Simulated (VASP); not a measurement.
# I (Cmce) in VASP: further runs

I is run at these levels: PBE; tasks: single point.

Everything below comes from runs of VASP 6.6.1. Logs are shortened: lines on timing, memory, paths and dates and some standing lists are left out, and cuts for length are marked.

## 1. The cell of the first run

The structure is orthorhombic, space group Cmce (No. 64). Conventional cell: a = 7.270 Å, b = 4.790 Å, c = 9.793 Å, α = 90.00°, β = 90.00°, γ = 90.00°. Within 3.6 Å of I (site symmetry m) lie 3 I at 2.68 to 3.56 Å.

## 2. Single point, PBE

File INCAR:

```
SYSTEM = I
PREC     = Accurate       ! precision mode
ENCUT    = 520            ! plane-wave cutoff, eV
EDIFF    = 1E-7           ! SCF threshold, eV
ISMEAR   = 0              ! smearing method
SIGMA    = 0.1            ! smearing width, eV
LREAL    = .False.        ! projectors in reciprocal space
LASPH    = .True.         ! aspherical terms in the spheres
NELM     = 80             ! most SCF steps
ALGO     = Normal         ! electronic algorithm
ISIF     = 2              ! what is computed and relaxed
LWAVE    = .False.        ! write WAVECAR
LCHARG   = .False.        ! write CHGCAR
GGA      = PE             ! functional
NBANDS   = 22             ! bands
```

File KPOINTS:

```
regular mesh
0
Gamma
  4 4 2
  0 0 0
```

File POSCAR:

```
I
1.0
    3.6350350000     -2.3950200000      0.0000000000
    3.6350350000      2.3950200000      0.0000000000
    0.0000000000      0.0000000000      9.7934400000
I
4
Direct
    0.8507000000      0.1493000000      0.8844000000
    0.3507000000      0.6493000000      0.6156000000
    0.1493000000      0.8507000000      0.1156000000
    0.6493000000      0.3507000000      0.3844000000
```

Potentials or basis: VASP PAW PBE potentials, release 64 (I).

Started as:

```sh
$ cat potpaw_PBE.64/I/POTCAR > POTCAR
$ mpirun -np 1 vasp_std > vasp.out
```

OUTCAR:

```text
SYSTEM = I
   PREC = Accurate
   ENCUT = 520
   EDIFF = 1E-7
   ISMEAR = 0
   LREAL = .False.
   LASPH = .True.
   NELM = 80
   ISIF = 2
   GGA = PE

 ion  position               nearest neighbor table
   1  0.851  0.149  0.884-   3 2.68   2 3.56   2 3.56
   2  0.351  0.649  0.616-   4 2.68   1 3.56   1 3.56
   3  0.149  0.851  0.116-   1 2.68   4 3.56   4 3.56
   4  0.649  0.351  0.384-   2 2.68   3 3.56   3 3.56

  LATTYP: Found a base centered orthorhombic cell.
 ALAT       =     4.7900400000
 B/A-ratio  =     1.5177472422
 C/A-ratio  =     2.0445424255

  Lattice vectors:

 A1 = (  -3.6350350000,  -2.3950200000,   0.0000000000)
 A2 = (   3.6350350000,  -2.3950200000,   0.0000000000)
 A3 = (   0.0000000000,   0.0000000000,   9.7934400000)

Analysis of symmetry for initial positions (statically):
=====================================================================
 Subroutine PRICEL returns:
 Original cell was already a primitive cell.

 Routine SETGRP: Setting up the symmetry group for a
 base centered orthorhombic supercell.

 Subroutine GETGRP returns: Found  8 space group operations
 (whereof  4 operations were pure point group operations)
 out of a pool of  8 trial point group operations.

The static configuration has the point symmetry C_2h.
 The point group associated with its full space group is D_2h.

Analysis of symmetry for dynamics (positions and initial velocities):
=====================================================================
 Subroutine PRICEL returns:
 Original cell was already a primitive cell.

 Routine SETGRP: Setting up the symmetry group for a
 base centered orthorhombic supercell.

 Subroutine GETGRP returns: Found  8 space group operations
 (whereof  4 operations were pure point group operations)
 out of a pool of  8 trial point group operations.

The dynamic configuration has the point symmetry C_2h.
 The point group associated with its full space group is D_2h.

 Subroutine INISYM returns: Found  8 space group operations
 (whereof  4 operations are pure point group operations),
 and found     1 'primitive' translations

----------------------------------------------------------------------------------------

                                     Primitive cell

  volume of cell :     170.5230

  direct lattice vectors                    reciprocal lattice vectors
     3.635035000 -2.395020000  0.000000000     0.137550257 -0.208766524  0.000000000
     3.635035000  2.395020000  0.000000000     0.137550257  0.208766524  0.000000000
     0.000000000  0.000000000  9.793440000     0.000000000  0.000000000  0.102109167

  length of vectors
     4.353113857  4.353113857  9.793440000     0.250007070  0.250007070  0.102109167

  position of ions in fractional coordinates (direct lattice)
     0.850700000  0.149300000  0.884400000
     0.350700000  0.649300000  0.615600000
     0.149300000  0.850700000  0.115600000
     0.649300000  0.350700000  0.384400000

  ion indices of the primitive-cell ions
   primitive index   ion index
                 1           1
                 2           2
                 3           3
                 4           4

----------------------------------------------------------------------------------------

 KPOINTS: regular mesh

Automatic generation of k-mesh.
 Grid dimensions read from file:
 generate k-points for:    4    4    2

 Generating k-lattice:

  Cartesian coordinates                     Fractional coordinates (reciprocal lattice)
     0.034387564 -0.052191631  0.000000000     0.250000000  0.000000000  0.000000000
     0.034387564  0.052191631  0.000000000     0.000000000  0.250000000  0.000000000
     0.000000000  0.000000000  0.051054583     0.000000000  0.000000000  0.500000000

  Length of vectors
     0.062501767  0.062501767  0.051054583

  Shift w.r.t. Gamma in fractional coordinates (k-lattice)
     0.000000000  0.000000000  0.000000000

 Subroutine IBZKPT returns following result:
 ===========================================

 Found     14 irreducible k-points:

 Following reciprocal coordinates:
            Coordinates               Weight
  0.000000  0.000000  0.000000      1.000000
  0.250000  0.000000  0.000000      4.000000
  0.500000  0.000000  0.000000      2.000000
  0.250000  0.250000  0.000000      2.000000
  0.500000  0.250000  0.000000      4.000000
 -0.250000  0.250000  0.000000      2.000000
  0.500000  0.500000  0.000000      1.000000
  0.000000  0.000000  0.500000      1.000000
  0.250000  0.000000  0.500000      4.000000
  0.500000  0.000000  0.500000      2.000000
  0.250000  0.250000  0.500000      2.000000
  0.500000  0.250000  0.500000      4.000000
 -0.250000  0.250000  0.500000      2.000000
  0.500000  0.500000  0.500000      1.000000
   k-points           NKPTS =     14   k-points in BZ     NKDIM =     14   number of bands    NBANDS=     22
   number of dos      NEDOS =    301   number of ions     NIONS =      4
   total plane-waves  NPLWV =  81920
   dimension x,y,z NGX =    32 NGY =   32 NGZ =   80
   dimension x,y,z NGXF=    64 NGYF=   64 NGZF=  160
   ions per type =               4
   NGX,Y,Z   is equivalent  to a cutoff of  12.22, 12.22, 13.58 a.u.
   NGXF,Y,Z  is equivalent  to a cutoff of  24.44, 24.44, 27.16 a.u.
 SYSTEM =  I
   PREC   = accura    normal or accurate (medium, high low for compatibility)
   ISTART =      0    job   : 0-new  1-cont  2-samecut
   ICHARG =      2    charge: 1-file 2-atom 10-const
   ISPIN  =      1    spin polarized calculation?
   LNONCOLLINEAR =      F non collinear calculations
   LSORBIT =      F    spin-orbit coupling
   LASPH  =      T    aspherical Exc in radial PAW
   ENCUT  =  520.0 eV  38.22 Ry    6.18 a.u.   8.09  8.09 18.21*2*pi/ulx,y,z
   NELM   =     80;   NELMIN=  2; NELMDL= -5     # of ELM steps
   EDIFF  = 0.1E-06   stopping-criterion for ELM
   LREAL  =      F    real-space projection
   EDIFFG = 0.1E-05   stopping-criterion for IOM
   NSW    =      0    number of steps for IOM
   IBRION =     -1    ionic relax: 0-MD 1-quasi-New 2-CG
   NFREE  =      0    steps in history (QN), initial steepest desc. (CG)
   ISIF   =      2    stress and relaxation
   ISYM   =      2    0-nonsym 1-usesym 2-fastsym
   POTIM  = 0.5000    time-step for ionic-motion
   TEBEG  =    0.0;   TEEND  =   0.0 temperature during run
   PSTRESS=    0.0 pullay stress
   NELECT =      28.0000    total number of electrons
   NUPDOWN=      -1.0000    fix difference up-down
   EMIN   =  10.00;   EMAX   =-10.00  energy-range for DOS
   EFERMI =   0.00;   METHOD = LEGACY
   ISMEAR =     0;   SIGMA  =   0.10  broadening in eV -4-tet -1-fermi 0-gaus
   EFERMI_NEDOS =   21; number of points for ismear=-14 and -15
   IALGO  =     38    algorithm
   IMIX   =      4    mixing-type and parameters
     AMIX     =   0.40;   BMIX     =  1.00
     AMIX_MAG =   1.60;   BMIX_MAG =  1.00
  volume/ion in A,a.u.               =      42.63       287.69
  Fermi-wavevector in a.u.,A,eV,Ry     =   0.896465  1.694073 10.934307  0.803649
  Thomas-Fermi vector in A             =   2.018926
   LORBIT       =      0    0 simple, 1 ext, 2 COOP (PROOUT), +10 PAW based schemes
   GGA     = PE    functional components
   LHFCALC =     F    Hartree Fock is set to
   AEXX    =    0.0000 exact exchange contribution
   IVDW    =     0    specifies the selected vdW correction
   LEPSILON=     F    determine dielectric tensor
   LRPA    =     F    only Hartree local field effects (RPA)
 non-spin polarized calculation
 Gauss-broadening in eV      SIGMA  =   0.10
  energy-cutoff  :      520.00
  volume of cell :      170.52
 maximum number of plane-waves:      4632
   NGX = 17   NGY = 17   NGZ = 37

 number of electron      28.0000001 magnetization

 Free energy of the ion-electron system (eV)
  ---------------------------------------------------
  ext. energy  EPLUGINS =         0.00000000
  ---------------------------------------------------
  free energy    TOTEN  =        -5.88326827 eV

  energy without entropy =       -5.88326827  energy(sigma->0) =       -5.88326827

 E-fermi :   2.9806     XC(G=0):  -8.0155

 val. band max:        2.5351036705   @ k =   0.5000   0.0000   0.5000
 cond. band min:       3.8338083750   @ k =   0.5000   0.5000   0.0000
 fundamental gap:      1.2987047044
 Fermi energy:         2.9805880290

 k-point     1 :       0.0000    0.0000    0.0000
  band No.  band energies     occupation
      1     -11.0655      2.00000
      2     -10.6073      2.00000
      3      -8.9985      2.00000
      4      -8.0478      2.00000
      5      -2.0202      2.00000
      6      -0.6656      2.00000
[... 14 lines left out ...]
     21       9.8915      0.00000
     22      10.0045      0.00000

 k-point     2 :       0.2500    0.0000    0.0000
  band No.  band energies     occupation
      1     -10.8885      2.00000
      2     -10.5464      2.00000
      3      -8.8581      2.00000
      4      -8.1975      2.00000
      5      -2.0120      2.00000
      6      -1.1581      2.00000
[... 14 lines left out ...]
     21       9.7766      0.00000
     22      10.3865      0.00000

 k-point     3 :       0.5000    0.0000    0.0000
  band No.  band energies     occupation
      1     -10.5878      2.00000
      2     -10.5878      2.00000
      3      -8.5408      2.00000
      4      -8.5408      2.00000
      5      -1.9378      2.00000
      6      -1.9378      2.00000
[... 14 lines left out ...]
     21      10.8177      0.00000
     22      10.8177      0.00000
[... 226 lines left out ...]
 k-point    13 :      -0.2500    0.2500    0.5000
  band No.  band energies     occupation
      1     -10.5898      2.00000
      2     -10.5898      2.00000
      3      -8.5392      2.00000
      4      -8.5392      2.00000
      5      -1.6502      2.00000
      6      -1.6502      2.00000
[... 14 lines left out ...]
     21      10.5075      0.00000
     22      10.5075      0.00000

 k-point    14 :       0.5000    0.5000    0.5000
  band No.  band energies     occupation
      1     -10.5937      2.00000
      2     -10.5937      2.00000
      3      -8.3517      2.00000
      4      -8.3517      2.00000
      5      -1.4140      2.00000
      6      -1.4140      2.00000
[... 14 lines left out ...]
     21       9.7020      0.00000
     22       9.7020      0.00000

------------------------ aborting loop because EDIFF is reached ----------------------------------------

  FORCE on cell =-STRESS in cart. coord.  units (eV):
  Direction    XX          YY          ZZ          XY          YZ          ZX
  --------------------------------------------------------------------------------------
  -------------------------------------------------------------------------------------
  Total        1.3285065      1.4093813      2.8951990      0.0000000      0.0000000      0.0000000
  in kB       12.4822034     13.2420759     27.2023235      0.0000000      0.0000000      0.0000000
  external PRESSURE =      17.6422009 kB  Pullay stress =       0.0000000 kB

 VOLUME and BASIS-vectors are now :
 -----------------------------------------------------------------------------
  energy-cutoff  :      520.00
  volume of cell :      170.52
      direct lattice vectors                 reciprocal lattice vectors
     3.635035000 -2.395020000  0.000000000     0.137550257 -0.208766524  0.000000000
     3.635035000  2.395020000  0.000000000     0.137550257  0.208766524  0.000000000
     0.000000000  0.000000000  9.793440000     0.000000000  0.000000000  0.102109167

 POSITION                                       TOTAL-FORCE (eV/Angst)
 -----------------------------------------------------------------------------------
      3.63503     -1.67987      8.66132         0.000000      0.382743     -0.738755
      3.63503      0.71515      6.02884         0.000000      0.382743      0.738755
      3.63503      1.67987      1.13212         0.000000     -0.382743      0.738755
      3.63503     -0.71515      3.76460         0.000000     -0.382743     -0.738755
 -----------------------------------------------------------------------------------
    total drift:                               -0.000000     -0.000000      0.000000

  FREE ENERGIE OF THE ION-ELECTRON SYSTEM (eV)
  ---------------------------------------------------
  free  energy   TOTEN  =        -5.8832682656 eV

  energy  without entropy=       -5.8832682656  energy(sigma->0) =       -5.88326827
```

It took 34 s on 1 thread of AMD EPYC 7R13 (Zen 3), shared host; peak memory 0.24 GiB.

Results:

```
Free energy            : -5.8833 eV
Pressure               : 1.8 GPa
Largest force          : 0.832 eV/Å
Band gap on the k mesh : 1.30 eV (least direct gap 1.41 eV)
```

Forces on the atoms (eV/Å):
```
I    0.000  0.383 -0.739
I    0.000  0.383  0.739
I    0.000 -0.383  0.739
I    0.000 -0.383 -0.739
```

Stress tensor (GPa, compression positive):
```
1.25 0.00 0.00
0.00 1.32 0.00
0.00 0.00 2.72
```

Caveat: this functional lacks dispersion, which holds the molecules together, so the pressure and a relaxed volume are unreliable; spin-orbit coupling is left out, which moves the levels of the heavy elements. PBE gaps usually lie below the measured ones, often by a third to a half.

[end of part 1 of 2]
